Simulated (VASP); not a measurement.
Runs of VASP 6.6.1 on HfO2. The structure is that of space group I4/mmm (No. 139), or close to it. The cells are those of the table. 

```csv
cell,gap on the mesh (eV),pressure (GPa)
"a = 3.652, b = 3.652, c = 3.785 Å, angles 58.8, 58.8, 62.4°, 3 atoms",2.75,-17.9
"a = 3.696, b = 3.696, c = 3.785 Å, angles 59.2, 59.2, 61.6°, 3 atoms",(c),-22.2
"a = 3.609, b = 3.609, c = 3.785 Å, angles 58.4, 58.4, 63.2°, 3 atoms",2.42,-13.0
"a = 3.609, b = 3.609, c = 3.424 Å, angles 61.7, 61.7, 56.6°, 3 atoms",(a),11.0
"a = 3.516, b = 3.516, c = 3.605 Å, angles 59.2, 59.2, 61.7°, 3 atoms",3.25,10.1
"a = 3.606, b = 3.606, c = 3.695 Å, angles 59.2, 59.2, 61.6°, 3 atoms",3.15,-8.9
"a = 3.562, b = 3.562, c = 3.695 Å, angles 58.8, 58.8, 62.5°, 3 atoms",(b),-2.9
"a = 3.562, b = 3.562, c = 3.424 Å, angles 61.3, 61.3, 57.5°, 3 atoms",2.96,18.4
"a = 3.652, b = 3.652, c = 3.514 Å, angles 61.2, 61.2, 57.5°, 3 atoms",2.89,-3.0
```

Alike in all rows: task single point; level PBE; potentials or basis VASP PAW PBE potentials, release 64 (Hf_pv, O); no spin polarisation; k mesh 8 × 8 × 8; cutoff (eV) 520; smearing gaussian 0.05 eV.

Task: Fill in the values left out.

Result: (a) 2.51; (b) 2.82; (c) 3.03.

Caveats: spin-orbit coupling is left out, which moves the levels of the heavy elements.

A k mesh can miss the band edges, and the runs leave out spin-orbit coupling on Hf.
